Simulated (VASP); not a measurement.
# NaF (P6_3/mmc) in VASP: further runs

NaF is run at these levels: r2SCAN; tasks: single point.

Everything below comes from runs of VASP 6.6.1. Logs are shortened: lines on timing, memory, paths and dates and some standing lists are left out, and cuts for length are marked.

## (1) The cell of the first run

The structure is hexagonal, space group P6_3/mmc (No. 194). The conventional cell has a = 3.178 Å, b = 3.178 Å, c = 5.568 Å, α = 90.00°, β = 90.00°, γ = 120.00°. Na (site symmetry -3m) has 6 F at 2.30 Å and 2 Na at 2.78 Å within 3.0 Å. F (site symmetry -6m2) has 6 Na at 2.30 Å within 3.0 Å.

## (2) Single point, r2SCAN

POSCAR

```
NaF
1.0
    3.1775543222      0.0000000000      0.0000000000
   -1.5887771611      2.7518427650      0.0000000000
    0.0000000000      0.0000000000      5.5676310468
Na F
2 2
Direct
    0.0000000000      0.0000000000      0.0000000000
    0.0000000000      0.0000000000      0.5000000000
    0.3333333333      0.6666666667      0.2500000000
    0.6666666667      0.3333333333      0.7500000000
```

INCAR.step1

```
ALGO = Normal
EDIFF = 1E-4
ENCUT = 520
GGA = PE
ISMEAR = 0
LASPH = True
LCHARG = False
LREAL = False
LWAVE = True
NBANDS = 22
NELM = 80
PREC = Accurate
SIGMA = 0.01
```

INCAR.step2

```
ALGO = Normal
EDIFF = 1E-6
ENCUT = 520
ISIF = 2
ISMEAR = 0
ISTART = 1
LASPH = True
LCHARG = False
LMIXTAU = True
LREAL = False
LWAVE = False
METAGGA = R2SCAN
NBANDS = 22
NELM = 80
PREC = Accurate
SIGMA = 0.01
```

KPOINTS

```
k-points
0
Gamma
  9 9 4
```

Potentials or basis: VASP PAW PBE potentials, release 64 (Na_pv, F).

Run with:

```
cat potpaw_PBE.64/Na_pv/POTCAR potpaw_PBE.64/F/POTCAR > POTCAR
cp INCAR.step1 INCAR
mpirun -np 1 vasp_std > vasp.out
cp INCAR.step2 INCAR
mpirun -np 1 vasp_std > vasp.out
```

OUTCAR:

```text
EDIFF = 1E-6
   ENCUT = 520
   ISIF = 2
   ISMEAR = 0
   ISTART = 1
   LASPH = True
   LREAL = False
   METAGGA = R2SCAN
   NELM = 80
   PREC = Accurate

 ion  position               nearest neighbor table
   1  0.000  0.000  0.000-   3 2.30   4 2.30   4 2.30   3 2.30   4 2.30   3 2.30   2 2.78   2 2.78

   2  0.000  0.000  0.500-   3 2.30   4 2.30   4 2.30   3 2.30   4 2.30   3 2.30   1 2.78   1 2.78

   3  0.333  0.667  0.250-   1 2.30   2 2.30   1 2.30   2 2.30   1 2.30   2 2.30
   4  0.667  0.333  0.750-   1 2.30   2 2.30   1 2.30   2 2.30   1 2.30   2 2.30

  LATTYP: Found a hexagonal cell.
 ALAT       =     3.1775543222
 C/A-ratio  =     1.7521749378

  Lattice vectors:

 A1 = (   3.1775543222,   0.0000000000,   0.0000000000)
 A2 = (  -1.5887771611,   2.7518427650,   0.0000000000)
 A3 = (   0.0000000000,   0.0000000000,   5.5676310468)

Analysis of symmetry for initial positions (statically):
=====================================================================
 Subroutine PRICEL returns:
 Original cell was already a primitive cell.

 Routine SETGRP: Setting up the symmetry group for a
 hexagonal supercell.

 Subroutine GETGRP returns: Found 24 space group operations
 (whereof 12 operations were pure point group operations)
 out of a pool of 24 trial point group operations.

The static configuration has the point symmetry D_3d.
 The point group associated with its full space group is D_6h.

Analysis of symmetry for dynamics (positions and initial velocities):
=====================================================================
 Subroutine PRICEL returns:
 Original cell was already a primitive cell.

 Routine SETGRP: Setting up the symmetry group for a
 hexagonal supercell.

 Subroutine GETGRP returns: Found 24 space group operations
 (whereof 12 operations were pure point group operations)
 out of a pool of 24 trial point group operations.

The dynamic configuration has the point symmetry D_3d.
 The point group associated with its full space group is D_6h.

 Subroutine INISYM returns: Found 24 space group operations
 (whereof 12 operations are pure point group operations),
 and found     1 'primitive' translations

----------------------------------------------------------------------------------------

                                     Primitive cell

  volume of cell :      48.6841
[... 85 lines left out ...]
   ISTART =      1    job   : 0-new  1-cont  2-samecut
   ICHARG =      0    charge: 1-file 2-atom 10-const
   ISPIN  =      1    spin polarized calculation?
   LNONCOLLINEAR =      F non collinear calculations
   LSORBIT =      F    spin-orbit coupling
   LASPH  =      T    aspherical Exc in radial PAW
   ENCUT  =  520.0 eV  38.22 Ry    6.18 a.u.   5.91  5.91 10.35*2*pi/ulx,y,z
   NELM   =     80;   NELMIN=  2; NELMDL=  0     # of ELM steps
   EDIFF  = 0.1E-05   stopping-criterion for ELM
   LREAL  =      F    real-space projection
   EDIFFG = 0.1E-04   stopping-criterion for IOM
   NSW    =      0    number of steps for IOM
   IBRION =     -1    ionic relax: 0-MD 1-quasi-New 2-CG
   NFREE  =      0    steps in history (QN), initial steepest desc. (CG)
   ISIF   =      2    stress and relaxation
   ISYM   =      2    0-nonsym 1-usesym 2-fastsym
   POTIM  = 0.5000    time-step for ionic-motion
   TEBEG  =    0.0;   TEEND  =   0.0 temperature during run
   PSTRESS=    0.0 pullay stress
   NELECT =      28.0000    total number of electrons
   NUPDOWN=      -1.0000    fix difference up-down
   EMIN   =  10.00;   EMAX   =-10.00  energy-range for DOS
   EFERMI =   0.00;   METHOD = LEGACY
   ISMEAR =     0;   SIGMA  =   0.01  broadening in eV -4-tet -1-fermi 0-gaus
   EFERMI_NEDOS =   21; number of points for ismear=-14 and -15
   IALGO  =     38    algorithm
   IMIX   =      4    mixing-type and parameters
     AMIX     =   0.40;   BMIX     =  1.00
     AMIX_MAG =   1.60;   BMIX_MAG =  1.00
  volume/ion in A,a.u.               =      12.17        82.13
  Fermi-wavevector in a.u.,A,eV,Ry     =   1.361440  2.572748 25.218654  1.853519
  Thomas-Fermi vector in A             =   2.488016
   LORBIT       =      0    0 simple, 1 ext, 2 COOP (PROOUT), +10 PAW based schemes
   METAGGA = R2SCAN    functional components
   LHFCALC =     F    Hartree Fock is set to
   AEXX    =    0.0000 exact exchange contribution
   IVDW    =     0    specifies the selected vdW correction
   LEPSILON=     F    determine dielectric tensor
   LRPA    =     F    only Hartree local field effects (RPA)
 non-spin polarized calculation
 Gauss-broadening in eV      SIGMA  =   0.01
  energy-cutoff  :      520.00
  volume of cell :       48.68
 maximum number of plane-waves:      1326
 NGX is ok and might be reduce to    24
   NGX = 11   NGY = 11   NGZ = 21

 number of electron      28.0000008 magnetization

 Free energy of the ion-electron system (eV)
  ---------------------------------------------------
  ext. energy  EPLUGINS =         0.00000000
  ---------------------------------------------------
  free energy    TOTEN  =       -25.02498644 eV

  energy without entropy =      -25.02498644  energy(sigma->0) =      -25.02498644

 E-fermi :  -2.3787     XC(G=0):  -9.8870

 val. band max:       -2.5345339918   @ k =   0.0000   0.0000   0.0000
 cond. band min:       4.6822582666   @ k =   0.0000   0.0000   0.0000
 fundamental gap:      7.2167922584
 Fermi energy:        -2.3786648860

 k-point     1 :       0.0000    0.0000    0.0000
  band No.  band energies     occupation
      1     -23.4719      2.00000
      2     -22.9400      2.00000
      3     -22.2237      2.00000
      4     -22.2234      2.00000
      5     -22.1905      2.00000
      6     -22.1902      2.00000
[... 589 lines left out ...]
     21      16.9286      0.00000
     22      18.4812      0.00000

 [... further k-points ...]
[... 5 lines left out ...]
  --------------------------------------------------------------------------------------
  -------------------------------------------------------------------------------------
  Total       -0.1435426     -0.1435426     -0.1927962      0.0000000     -0.0000000      0.0000000
  in kB       -4.7239413     -4.7239413     -6.3448599      0.0000000     -0.0000000      0.0000000
  external PRESSURE =      -5.2642475 kB  Pullay stress =       0.0000000 kB

 VOLUME and BASIS-vectors are now :
 -----------------------------------------------------------------------------
  energy-cutoff  :      520.00
  volume of cell :       48.68
      direct lattice vectors                 reciprocal lattice vectors
     3.177554322  0.000000000  0.000000000     0.314707444  0.181696428  0.000000000
    -1.588777161  2.751842765  0.000000000     0.000000000  0.363392855  0.000000000
     0.000000000  0.000000000  5.567631047     0.000000000  0.000000000  0.179609603

 POSITION                                       TOTAL-FORCE (eV/Angst)
 -----------------------------------------------------------------------------------
      0.00000      0.00000      0.00000         0.000000      0.000000      0.000000
      0.00000      0.00000      2.78382         0.000000      0.000000      0.000000
     -0.00000      1.83456      1.39191        -0.000000      0.000000      0.000000
      1.58878      0.91728      4.17572         0.000000      0.000000     -0.000000
 -----------------------------------------------------------------------------------
    total drift:                               -0.000000      0.000000      0.000000

  FREE ENERGIE OF THE ION-ELECTRON SYSTEM (eV)
  ---------------------------------------------------
  free  energy   TOTEN  =       -25.0249864427 eV

  energy  without entropy=      -25.0249864427  energy(sigma->0) =      -25.02498644
```

Wall time 2.6 min (1 thread of Intel Xeon 8259CL, shared host); peak memory 0.18 GiB.

Results:

| Quantity | Value |
| --- | --- |
| Free energy | -25.0250 eV |
| Pressure | -0.5 GPa |
| Band gap on the k mesh | 7.22 eV |

Levels at points of the mesh, in eV from the valence-band top:
| k point | band 10 | band 11 | band 12 | band 13 | band 14 | band 15 | band 16 | band 17 | band 18 | band 19 |
| --- | --- | --- | --- | --- | --- | --- | --- | --- | --- | --- |
| (0.00, 0.00, 0.00) | -0.22 | -0.22 | -0.21 | 0.00 | 0.00 | 7.22 | 11.72 | 13.05 | 17.82 | 21.00 |
| (0.00, 0.00, 0.50) | -1.04 | -0.11 | -0.11 | -0.11 | -0.11 | 9.00 | 9.00 | 15.73 | 15.73 | 21.25 |

Caveat: the PAW data sets were made with another functional, which shifts forces and pressure a little; an odd mesh through Γ misses points on the zone boundary, where band edges can lie.

## (3) Single point, r2SCAN

POSCAR is that of step 2.

INCAR.step1

```
SYSTEM = NaF
PREC = Accurate
ENCUT = 520
ISMEAR = 0
SIGMA = 0.01
LREAL = .FALSE.
LASPH = .TRUE.
NELM = 80
NBANDS = 22
GGA = PE
ALGO = Normal
EDIFF = 1E-4
LWAVE = .TRUE.
LCHARG = .FALSE.
```

INCAR.step2

```
SYSTEM = NaF
PREC = Accurate
ENCUT = 520
EDIFF = 1E-6
ISMEAR = 0
SIGMA = 0.01
LREAL = .FALSE.
LASPH = .TRUE.
NELM = 80
ALGO = Normal
ISIF = 2
LWAVE = .FALSE.
LCHARG = .TRUE.
METAGGA = R2SCAN
LMIXTAU = .TRUE.
LELF = .TRUE.
LVHAR = .TRUE.
NBANDS = 22
ISTART = 1
```

KPOINTS

```
Automatic mesh
0
G
  9 9 4
  0 0 0
```

Potentials or basis: VASP PAW PBE potentials, release 64 (Na_pv, F).

Run with:

```
cat potpaw_PBE.64/Na_pv/POTCAR potpaw_PBE.64/F/POTCAR > POTCAR
cp INCAR.step1 INCAR
mpirun -np 1 vasp_std > vasp.out
cp INCAR.step2 INCAR
mpirun -np 1 vasp_std > vasp.out
```

It took 2.4 min on 1 thread of Intel Xeon 8259CL, shared host; peak memory 0.18 GiB.

Results (log left out):

```yaml
Free_energy: -25.0250 eV
Pressure: -0.5 GPa
Band_gap_on_the_k_mesh: 7.22 eV
```

Stress tensor (GPa, compression positive):
```
-0.47  0.00  0.00
 0.00 -0.47  0.00
 0.00  0.00 -0.63
```

Levels at points of the mesh, in eV from the valence-band top:
```tsv
k point	band 12	band 13	band 14	band 15	band 16	band 17
(0.00, 0.00, 0.00)	-0.21	0.00	0.00	7.22	11.72	13.05
(0.00, 0.00, 0.50)	-0.11	-0.11	-0.11	9.00	9.00	15.73
```

Caveat: the PAW data sets were made with another functional, which shifts forces and pressure a little; an odd mesh through Γ misses points on the zone boundary, where band edges can lie.
